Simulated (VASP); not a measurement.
Input of a VASP 6.6.1 run:

The input INCAR:

```
SYSTEM = C
ALGO = Normal
EDIFF = 1E-7
ENCUT = 520
GGA = PS
ISIF = 2
ISMEAR = -1
LASPH = .True.
LCHARG = .True.
LELF = .True.
LREAL = .False.
LVHAR = .True.
LWAVE = .False.
NBANDS = 16
NELM = 80
PREC = Accurate
SIGMA = 0.05
```

The input KPOINTS:

```
k-points
0
Gamma
  8 8 3
  0 0 0
```

File POSCAR:

```
C
1.0
    2.4700000000      0.0000000000      0.0000000000
   -1.2350000000      2.1390827500      0.0000000000
    0.0000000000      0.0000000000      6.7900000000
C
4
Direct
    0.0000000000      0.0000000000      0.0000000000
    0.0000000000      0.0000000000      0.5000000000
    0.3333333318      0.6666666636      0.0050000000
    0.6666666659      0.3333333318      0.5050000000
```

Potentials or basis: VASP PAW PBE potentials, release 64 (C).

Launch:

```sh
$ cat potpaw_PBE.64/C/POTCAR > POTCAR
$ mpirun -np 1 vasp_std > vasp.out
```

**Question.** Predict the band gap on the k mesh.

**Answer.** 1.72 eV, indirect (least direct gap 1.76 eV).

**Question.** What does it give for the largest force?

**Answer.** 0.569 eV/Å.

**Question.** Predict the pressure.

**Answer.** -2.8 GPa.

Forces in eV/Å, atoms in the order of the input:
```
C    0.000  0.000  0.569
C    0.000  0.000  0.569
C    0.000  0.000 -0.569
C    0.000  0.000 -0.569
```

Caveat: the PAW data sets were made with another functional, which shifts forces and pressure a little; this functional lacks dispersion, which binds the layers, so the pressure and a relaxed spacing across them are unreliable. A k mesh can miss the band edges.
